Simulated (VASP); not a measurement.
# B15As8 in VASP: a series of runs, part 3 of 3

VASP 6.6.1. Earlier steps stand in the parts before.

### 5 Single point, PBE

File INCAR:

```
SYSTEM = B15As8
  PREC = Accurate
  ENCUT = 520
  EDIFF = 1E-6
  ISMEAR = -1
  SIGMA = 0.2482
  LREAL = Auto
  LASPH = .TRUE.
  NELM = 60
  ALGO = Normal
  ISIF = 2
  LWAVE = .FALSE.
  LCHARG = .FALSE.
  GGA = PE
  NBANDS = 60
  ISYM = 0
```

File KPOINTS:

```
Automatic mesh
0
Gamma
  1 1 1
  0.25 0.25 0.25
```

File POSCAR:

```
B15As8
1.0
    6.7523970000     -0.0821590000     -0.0565340000
   -0.0821590000      6.5439730000      0.0455560000
   -0.0565340000      0.0455560000      7.1307640000
As B
8 15
Direct
    0.7104890002      0.8599732401      0.7323602133
    0.3327246372      0.7000545799      0.3552562626
    0.5661046653      0.1894842411      0.9706478881
   -0.0376595438      0.7905107330      0.4441793963
    0.0699219139      0.1892937297      0.7092075268
    0.1291752151      0.1915509946      0.2549031905
    0.4208416305      0.2119576353      0.5987111505
    0.6340364057      0.5223038743      0.5343609098
    0.4817402747      0.5158212117      0.9039910665
    0.7664759161      0.3778311998      0.1872579812
    0.5265556071      0.9268339687      0.2086841531
    0.7543076089      0.8852959633      0.2571621335
    1.0284307588      0.9440195659      0.1010907876
    1.0427867117      0.4855309385      0.7885012120
    0.6563103880      0.5833224402      0.0134451251
    0.2993488878      0.4502148435      0.1787124637
    0.8401603343      0.6327115281      0.8541262644
    0.5324758081      0.4059632887      0.1638396564
    0.2709948399      0.6118411483      0.9121676705
    0.8095101862      0.0990303382      0.0813655343
    0.0768011792      0.7365668514     -0.0749556656
    0.1360741853      0.3550054353      0.4936503565
    0.9031252204      0.4821676737      0.4164682285
```

Potentials or basis: VASP PAW PBE potentials, release 64 (As, B).

Command:

```bash
> cat potpaw_PBE.64/As/POTCAR potpaw_PBE.64/B/POTCAR > POTCAR
> mpirun -np 1 vasp_std > vasp.out
```

OUTCAR:

```text
SYSTEM = B15As8
   PREC = Accurate
   ENCUT = 520
   EDIFF = 1E-6
   ISMEAR = -1
   LREAL = Auto
   LASPH = .TRUE.
   NELM = 60
   ISIF = 2
   GGA = PE
   ISYM = 0

 ion  position               nearest neighbor table
   1  0.710  0.860  0.732-  17 1.93   8 2.67   4 2.74
   2  0.333  0.700  0.355-  16 2.08  11 2.22   8 2.67   4 2.67
   3  0.566  0.189  0.971-  20 1.92  18 2.01   9 2.27  10 2.37  11 2.41   7 2.82
   4  0.962  0.791  0.444-  12 2.02  23 2.06   2 2.67   1 2.74   8 2.87
   5  0.070  0.189  0.709-  22 1.92  14 2.04   7 2.51
   6  0.129  0.192  0.255-  22 2.02  13 2.06  16 2.09  20 2.53
   7  0.421  0.212  0.599-  22 2.27   8 2.50   5 2.51   3 2.82
   8  0.634  0.522  0.534-  23 2.04   7 2.50   2 2.67   1 2.67   4 2.87
   9  0.482  0.516  0.904-  15 1.47  19 1.57  18 2.01   3 2.27
  10  0.766  0.378  0.187-  18 1.60  15 1.97  23 1.98  20 2.01   3 2.37
  11  0.527  0.927  0.209-  12 1.60   2 2.22   3 2.41
  12  0.754  0.885  0.257-  11 1.60  20 1.90   4 2.02
  13  0.028  0.944  0.101-  20 1.82  21 1.90   6 2.06
  14  0.043  0.486  0.789-  17 1.77  21 1.93  19 1.94   5 2.04
  15  0.656  0.583  0.013-   9 1.47  17 1.72  18 1.77  10 1.97
  16  0.299  0.450  0.179-  18 1.61   2 2.08   6 2.09  19 2.17
  17  0.840  0.633  0.854-  15 1.72  14 1.77  21 1.79   1 1.93
  18  0.532  0.406  0.164-  10 1.60  16 1.61  15 1.77   9 2.01   3 2.01
  19  0.271  0.612  0.912-  21 1.57   9 1.57  14 1.94  16 2.17
  20  0.810  0.099  0.081-  13 1.82  12 1.90   3 1.92  10 2.01   6 2.53
  21  0.077  0.737  0.925-  19 1.57  17 1.79  13 1.90  14 1.93
  22  0.136  0.355  0.494-  23 1.87   5 1.92   6 2.02   7 2.27
  23  0.903  0.482  0.416-  22 1.87  10 1.98   8 2.04   4 2.06

IMPORTANT INFORMATION: All symmetrisations will be switched off!
NOSYMM: (Re-)initialisation of all symmetry stuff for point group C_1.

----------------------------------------------------------------------------------------

                                     Primitive cell

  volume of cell :     315.0080

  direct lattice vectors                    reciprocal lattice vectors
     6.752397000 -0.082159000 -0.056534000     0.148127821  0.001851638  0.001162555
    -0.082159000  6.543973000  0.045556000     0.001851638  0.152842309 -0.000961777
    -0.056534000  0.045556000  7.130764000     0.001162555 -0.000961777  0.140252789

  length of vectors
     6.753133453  6.544647284  7.131133617     0.148143955  0.152856550  0.140260905

  position of ions in fractional coordinates (direct lattice)
     0.710489000  0.859973240  0.732360213
     0.332724637  0.700054580  0.355256263
     0.566104665  0.189484241  0.970647888
     0.962340456  0.790510733  0.444179396
     0.069921914  0.189293730  0.709207527
     0.129175215  0.191550995  0.254903191
[... 15 lines left out ...]
     0.136074185  0.355005435  0.493650356
     0.903125220  0.482167674  0.416468229

  ion indices of the primitive-cell ions
   primitive index   ion index
                 1           1
                 2           2
                 3           3
                 4           4
                 5           5
                 6           6
[... 15 lines left out ...]
                22          22
                23          23

----------------------------------------------------------------------------------------

 KPOINTS: Automatic mesh

Automatic generation of k-mesh.
 Grid dimensions read from file:
 generate k-points for:    1    1    1

 Generating k-lattice:

  Cartesian coordinates                     Fractional coordinates (reciprocal lattice)
     0.148127821  0.001851638  0.001162555     1.000000000 -0.000000000  0.000000000
     0.001851638  0.152842309 -0.000961777    -0.000000000  1.000000000  0.000000000
     0.001162555 -0.000961777  0.140252789     0.000000000  0.000000000  1.000000000

  Length of vectors
     0.148143955  0.152856550  0.140260905

  Shift w.r.t. Gamma in fractional coordinates (k-lattice)
     0.250000000  0.250000000  0.250000000

 Subroutine IBZKPT returns following result:
 ===========================================

 Found      1 irreducible k-points:

 Following reciprocal coordinates:
            Coordinates               Weight
  0.250000  0.250000  0.250000      2.000000
   k-points           NKPTS =      1   k-points in BZ     NKDIM =      1   number of bands    NBANDS=     60
   number of dos      NEDOS =    301   number of ions     NIONS =     23
   total plane-waves  NPLWV = 135000
   dimension x,y,z NGX =    50 NGY =   50 NGZ =   54
   dimension x,y,z NGXF=   100 NGYF=  100 NGZF=  108
   ions per type =               8  15
   NGX,Y,Z   is equivalent  to a cutoff of  12.31, 12.70, 12.59 a.u.
   NGXF,Y,Z  is equivalent  to a cutoff of  24.62, 25.40, 25.18 a.u.
 SYSTEM =  B15As8
   PREC   = accura    normal or accurate (medium, high low for compatibility)
   ISTART =      0    job   : 0-new  1-cont  2-samecut
   ICHARG =      2    charge: 1-file 2-atom 10-const
   ISPIN  =      1    spin polarized calculation?
   LNONCOLLINEAR =      F non collinear calculations
   LSORBIT =      F    spin-orbit coupling
   LASPH  =      T    aspherical Exc in radial PAW
   ENCUT  =  520.0 eV  38.22 Ry    6.18 a.u.  12.56 12.17 13.26*2*pi/ulx,y,z
   NELM   =     60;   NELMIN=  2; NELMDL= -5     # of ELM steps
   EDIFF  = 0.1E-05   stopping-criterion for ELM
   LREAL  =      T    real-space projection
   EDIFFG = 0.1E-04   stopping-criterion for IOM
   NSW    =      0    number of steps for IOM
   IBRION =     -1    ionic relax: 0-MD 1-quasi-New 2-CG
   NFREE  =      0    steps in history (QN), initial steepest desc. (CG)
   ISIF   =      2    stress and relaxation
   ISYM   =      0    0-nonsym 1-usesym 2-fastsym
   POTIM  = 0.5000    time-step for ionic-motion
   TEBEG  =    0.0;   TEEND  =   0.0 temperature during run
   PSTRESS=    0.0 pullay stress
   NELECT =      85.0000    total number of electrons
   NUPDOWN=      -1.0000    fix difference up-down
   EMIN   =  10.00;   EMAX   =-10.00  energy-range for DOS
   EFERMI =   0.00;   METHOD = LEGACY
   ISMEAR =    -1;   SIGMA  =   0.25  broadening in eV -4-tet -1-fermi 0-gaus
   EFERMI_NEDOS =   21; number of points for ismear=-14 and -15
   IALGO  =     38    algorithm
   IMIX   =      4    mixing-type and parameters
     AMIX     =   0.40;   BMIX     =  1.00
     AMIX_MAG =   1.60;   BMIX_MAG =  1.00
  volume/ion in A,a.u.               =      13.70        92.43
  Fermi-wavevector in a.u.,A,eV,Ry     =   1.057890  1.999123 15.226711  1.119132
  Thomas-Fermi vector in A             =   2.193180
   LORBIT       =      0    0 simple, 1 ext, 2 COOP (PROOUT), +10 PAW based schemes
   GGA     = PE    functional components
   LHFCALC =     F    Hartree Fock is set to
   AEXX    =    0.0000 exact exchange contribution
   IVDW    =     0    specifies the selected vdW correction
   LEPSILON=     F    determine dielectric tensor
   LRPA    =     F    only Hartree local field effects (RPA)
 non-spin polarized calculation
  energy-cutoff  :      520.00
  volume of cell :      315.01
 maximum number of plane-waves:      8505
 NGX is ok and might be reduce to    50
   NGX = 25   NGY = 25   NGZ = 27

 number of electron      84.9999997 magnetization

 Free energy of the ion-electron system (eV)
  ---------------------------------------------------
  ext. energy  EPLUGINS =         0.00000000
  ---------------------------------------------------
  free energy    TOTEN  =      -117.73307492 eV

  energy without entropy =     -116.33859955  energy(sigma->0) =     -117.03583723

 E-fermi :   4.4177     XC(G=0): -10.1234

 val. band max:        4.3946077360   @ k =   0.2500   0.2500   0.2500
 cond. band min:       4.7113188994   @ k =   0.2500   0.2500   0.2500
 fundamental gap:      0.3167111633
 Fermi energy:         4.4176574103

 k-point     1 :       0.2500    0.2500    0.2500
  band No.  band energies     occupation
      1     -10.1645      2.00000
      2      -9.4948      2.00000
      3      -9.1379      2.00000
      4      -8.2182      2.00000
      5      -7.7956      2.00000
      6      -7.2371      2.00000
[... 46 lines left out ...]
     53       7.3065      0.00002
     54       7.3777      0.00001
 [bands above 54 left out]

------------------------ aborting loop because EDIFF is reached ----------------------------------------

  FORCE on cell =-STRESS in cart. coord.  units (eV):
  Direction    XX          YY          ZZ          XY          YZ          ZX
  --------------------------------------------------------------------------------------
  -------------------------------------------------------------------------------------
  Total       13.1980841     -3.5808980      3.3222692      3.2431642     -1.3099816      3.1591978
  in kB       67.1274055    -18.2129762     16.8975520     16.4952122     -6.6627598     16.0681466
  external PRESSURE =      21.9373271 kB  Pullay stress =       0.0000000 kB

 VOLUME and BASIS-vectors are now :
 -----------------------------------------------------------------------------
  energy-cutoff  :      520.00
  volume of cell :      315.01
      direct lattice vectors                 reciprocal lattice vectors
     6.752397000 -0.082159000 -0.056534000     0.148127821  0.001851638  0.001162555
    -0.082159000  6.543973000  0.045556000     0.001851638  0.152842309 -0.000961777
    -0.056534000  0.045556000  7.130764000     0.001162555 -0.000961777  0.140252789

 POSITION                                       TOTAL-FORCE (eV/Angst)
 -----------------------------------------------------------------------------------
      4.68545      5.60263      5.22130        -0.448524      0.527790     -1.280199
      2.16909      4.56999      2.54633         0.582934      0.185850     -0.493065
      3.75212      1.23769      6.89809        -1.931315     -1.998906     -1.629144
      6.40805      5.11425      3.14895        -0.170640      0.921628     -0.531551
      0.41649      1.26530      5.06186        -0.278022     -1.167765      2.300959
      0.84209      1.25450      1.81908         0.394589      0.668078     -1.137670
[... 15 lines left out ...]
      0.86175      2.33446      3.52858        -1.256394      0.698795     -1.061753
      6.03510      3.10006      2.94065         0.761006     -1.311430     -0.948907
 -----------------------------------------------------------------------------------
    total drift:                               -0.000400     -0.016199     -0.008240

  FREE ENERGIE OF THE ION-ELECTRON SYSTEM (eV)
  ---------------------------------------------------
  free  energy   TOTEN  =      -117.7330749202 eV

  energy  without entropy=     -116.3385995477  energy(sigma->0) =     -117.03583723
```

It took 72 s on 1 thread of AMD EPYC 7R13 (Zen 3), shared host; peak memory 0.29 GiB.

Results:

```yaml
Free_energy: -117.7331 eV
Pressure: 2.2 GPa
Largest_force: 6.008 eV/Å
```

Forces in eV/Å, atoms in the order of the input:
```
As  -0.449  0.528 -1.280
As   0.583  0.186 -0.493
As  -1.931 -1.999 -1.629
As  -0.171  0.922 -0.532
As  -0.278 -1.168  2.301
As   0.395  0.668 -1.138
As  -0.421 -0.681 -0.477
As  -0.348  0.952  0.582
B   -3.340 -1.160 -0.845
B    1.552 -0.265  0.985
B    0.015 -0.511 -0.437
B    0.844  0.641 -1.459
B   -2.436 -0.402 -0.817
B   -0.657  2.302  2.123
B    5.280  0.930  2.710
B   -0.849  0.797 -1.484
B    1.963 -1.363  1.422
B   -0.370  2.124 -0.092
B   -1.071 -1.465 -0.540
B    2.909 -0.354  1.907
B   -0.726 -0.069  1.204
B   -1.256  0.699 -1.062
B    0.761 -1.311 -0.949
```

Stress tensor (GPa, compression positive):
```
 6.71  1.65  1.61
 1.65 -1.82 -0.67
 1.61 -0.67  1.69
```

Caveat: the k points lie up to 0.96 Å⁻¹ apart.

### 6 Single point, PBE

File INCAR:

```
SYSTEM = B15As8
ALGO     = Normal         ! electronic algorithm
EDIFF    = 1E-7           ! SCF threshold, eV
ENCUT    = 520            ! plane-wave cutoff, eV
GGA      = PE             ! functional
ISIF     = 2              ! what is computed and relaxed
ISMEAR   = -1             ! smearing method
ISYM     = 0            
LASPH    = .True.         ! aspherical terms in the spheres
LCHARG   = .False.        ! write CHGCAR
LREAL    = Auto         
LWAVE    = .False.        ! write WAVECAR
NBANDS   = 60             ! bands
NELM     = 60             ! most SCF steps
PREC     = Accurate       ! precision mode
SIGMA    = 0.2482         ! smearing width, eV
```

KPOINTS is that of step 5.

File POSCAR:

```
B15As8
1.0
    6.7523970000     -0.0821590000     -0.0565340000
   -0.0821590000      6.5439730000      0.0455560000
   -0.0565340000      0.0455560000      7.1307640000
As B
8 15
Direct
    0.7268189668      0.8764626968      0.7705789799
    0.3734896591      0.7765455382      0.4072460617
    0.5927992887      0.1777938012      1.0077259240
   -0.0874378745      0.8074296726      0.4406931040
    0.0263009280      0.1351964665      0.7502158095
    0.1453048673      0.2147316351      0.3122548090
    0.4296485414      0.2218598454      0.5135801302
    0.6082358544      0.5354798585      0.5484747056
    0.4209457311      0.6967399009      0.8996044552
    0.6803022230      0.4758145103      0.1716709458
    0.5470053235      0.8191272668      0.1330602495
    0.7799741898      0.7166311419      0.1627459852
    1.0477545139      0.8425788166      0.1162840662
    1.0000320793      0.4186824008      0.8559642863
    0.6424044966      0.6272371238     -0.0477761876
    0.3327691401      0.5173116830      0.0549498090
    0.9176157340      0.6840053239      0.9342791237
    0.2978180839      0.4497543397      0.2716696049
    0.1996854857      0.6274642910      0.6578843804
    0.8225193014     -0.0180287020      0.0469466696
    0.1726599164      0.6785366638     -0.0534296550
    0.0558508705      0.4140919836      0.5960991135
    0.8061259135      0.5233268771      0.3400110904
```

Potentials or basis: VASP PAW PBE potentials, release 64 (As, B).

Command:

```bash
> cat potpaw_PBE.64/As/POTCAR potpaw_PBE.64/B/POTCAR > POTCAR
> mpirun -np 1 vasp_std > vasp.out
```

OUTCAR:

```text
SYSTEM = B15As8
   EDIFF = 1E-7
   ENCUT = 520
   GGA = PE
   ISIF = 2
   ISMEAR = -1
   ISYM = 0
   LASPH = .True.
   LREAL = Auto
   NELM = 60
   PREC = Accurate

 ion  position               nearest neighbor table
   1  0.727  0.876  0.771-  15 2.14  17 2.15  20 2.18   9 2.53   5 2.61   4 2.73   3 2.79   8 2.85

   2  0.373  0.777  0.407-  11 2.31  19 2.34  18 2.40   8 2.46
[... 256 lines left out ...]
  -------------------------------------------------------------------------------------
  Total        3.1466267     -1.4922893      2.5713187      9.7760083     -3.0340876     -3.1482677
  in kB       16.0042081     -7.5900039     13.0781065     49.7222224    -15.4318178    -16.0125546
  external PRESSURE =       7.1641036 kB  Pullay stress =       0.0000000 kB

 VOLUME and BASIS-vectors are now :
 -----------------------------------------------------------------------------
  energy-cutoff  :      520.00
  volume of cell :      315.01
      direct lattice vectors                 reciprocal lattice vectors
     6.752397000 -0.082159000 -0.056534000     0.148127821  0.001851638  0.001162555
    -0.082159000  6.543973000  0.045556000     0.001851638  0.152842309 -0.000961777
    -0.056534000  0.045556000  7.130764000     0.001162555 -0.000961777  0.140252789

 POSITION                                       TOTAL-FORCE (eV/Angst)
 -----------------------------------------------------------------------------------
      4.79220      5.71094      5.49366        -0.668029      0.619936     -1.485993
      2.43513      5.06956      2.91824        -0.617247     -1.088595     -1.167415
      3.98777      1.11513      0.02968         0.229113      0.116839      0.873942
      6.07073      5.22890      3.12767         1.451605      0.192896     -0.569199
      0.12407      0.91674      5.35428         0.641803      1.447400      0.624333
      0.94586      1.40748      2.22818        -3.034298     -1.389648      1.197657
[... 15 lines left out ...]
      0.30941      2.73237      4.26635         1.052924      0.451735     -0.008318
      5.38106      3.37390      2.40281         2.034430      0.815056      2.855450
 -----------------------------------------------------------------------------------
    total drift:                                0.001917     -0.002278     -0.017393

  FREE ENERGIE OF THE ION-ELECTRON SYSTEM (eV)
  ---------------------------------------------------
  free  energy   TOTEN  =      -116.2770916208 eV

  energy  without entropy=     -114.7881140997  energy(sigma->0) =     -115.53260286
```

Run time: 87 s. Hardware: 1 thread of AMD EPYC 7R13 (Zen 3), shared host; peak memory 0.29 GiB.

What came out:

```
Free energy   : -116.2771 eV
Pressure      : 0.7 GPa
Largest force : 4.685 eV/Å
```

Forces on the atoms (eV/Å):
```
As  -0.668  0.620 -1.486
As  -0.617 -1.089 -1.167
As   0.229  0.117  0.874
As   1.452  0.193 -0.569
As   0.642  1.447  0.624
As  -3.034 -1.390  1.198
As   0.169 -1.599  0.531
As   0.289 -0.010  0.517
B   -1.329  0.261  0.395
B   -2.265 -2.385 -3.336
B    0.030  0.933 -0.609
B    0.487  0.381 -0.550
B   -2.020 -0.095 -1.341
B    0.880  2.430 -0.451
B    0.213 -1.801  1.787
B    0.709  0.416  0.358
B   -0.646 -1.812 -0.293
B    2.507  3.004 -0.702
B   -0.445  0.201  0.830
B    0.822 -1.018  1.138
B   -0.488 -0.071 -0.595
B    1.053  0.452 -0.008
B    2.034  0.815  2.855
```

Stress tensor (GPa, compression positive):
```
 1.60  4.97 -1.60
 4.97 -0.76 -1.54
-1.60 -1.54  1.31
```

Caveat: the k points lie up to 0.96 Å⁻¹ apart.
